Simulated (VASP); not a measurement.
Here is a VASP 6.6.1 calculation.

The input INCAR:

```
SYSTEM = SiC
ALGO     = Normal         ! electronic algorithm
EDIFF    = 1E-6           ! SCF threshold, eV
EDIFFG   = -0.01          ! ionic threshold
ENCUT    = 520            ! plane-wave cutoff, eV
GGA      = PE             ! functional
IBRION   = 2              ! ionic algorithm
ISIF     = 2              ! what is computed and relaxed
ISMEAR   = 0              ! smearing method
LASPH    = .True.         ! aspherical terms in the spheres
LCHARG   = .False.        ! write CHGCAR
LREAL    = .False.        ! projectors in reciprocal space
LWAVE    = .False.        ! write WAVECAR
NELM     = 60             ! most SCF steps
NSW      = 50             ! ionic steps
PREC     = Accurate       ! precision mode
SIGMA    = 0.05           ! smearing width, eV
```

File KPOINTS:

```
k-points
0
Gamma
  12 12 6
  0 0 0
```

The input POSCAR:

```
SiC
1.0
    3.0920366030      0.0000000000      0.0000000000
   -1.5460183015      2.6777822476      0.0000000000
    0.0000000000      0.0000000000      5.0738984874
Si C
2 2
Direct
    0.3333333333      0.6666666667      0.0045639005
    0.6666666667      0.3333333333      0.5045639005
    0.3333333333      0.6666666667      0.3804360995
    0.6666666667      0.3333333333      0.8804360995
```

Potentials or basis: VASP PAW PBE potentials, release 64 (Si, C).

Run with:

```console
$ cat potpaw_PBE.64/Si/POTCAR potpaw_PBE.64/C/POTCAR > POTCAR
$ mpirun -np 1 vasp_std > vasp.out
```

**Question.** What does it give for the band gap on the k mesh?

**Answer.** 2.31 eV, indirect (least direct gap 3.94 eV).

Forces in eV/Å, atoms in the order of the input:
```
Si   0.000  0.000  0.002
Si   0.000  0.000  0.002
C    0.000  0.000 -0.002
C    0.000  0.000 -0.002
```

Caveat: the relaxation stopped at its first step, so nothing moved. A k mesh can miss the band edges.
